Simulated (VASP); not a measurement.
The system is NiMoIrPdW.

```
Ni Mo Pd Ir W
1.0
     2.76616    0.00000    0.00000
    -1.38308    2.39557    0.00000
     0.00000    0.00000   11.02292
Ni Mo Pd Ir W
1 1 1 1 1
Direct
  0.33333 0.66667 0.59712
  0.00000 0.00000 0.41074
  0.66667 0.33333 0.79520
  0.66667 0.33333 0.19960
  0.33333 0.66667 0.99734
```

Base run:

| Quantity | Value |
| --- | --- |
| Program | VASP 6.6.1 |
| Functional | revPBE |
| Potentials or basis | VASP PAW PBE potentials, release 64 (Ni, Mo_sv, Pd, Ir, W_sv) |
| Cutoff | 520 eV |
| k mesh | 8 × 8 × 2 |
| Occupations | fermi-dirac, width 0.05 eV |
| Spin | collinear spin, ferromagnetic start |
| Starting moments | [1.0, 1.0, 0.0, 0.6, 0.0] μB |

Its results: pressure 3.5 GPa; net moment 0.00 μB per cell; largest force 0.098 eV/Å.

Question: The run is repeated on the same cell with these changes: functional from revPBE to PBE. What comes out?

Answer: Pressure 0.6 GPa; net moment 0.00 μB per cell; largest force 0.086 eV/Å.

PBE binds more tightly than revPBE, so the same cell stands under less pressure.

Caveats: the PAW data sets were made with another functional, which shifts forces and pressure a little (some runs).
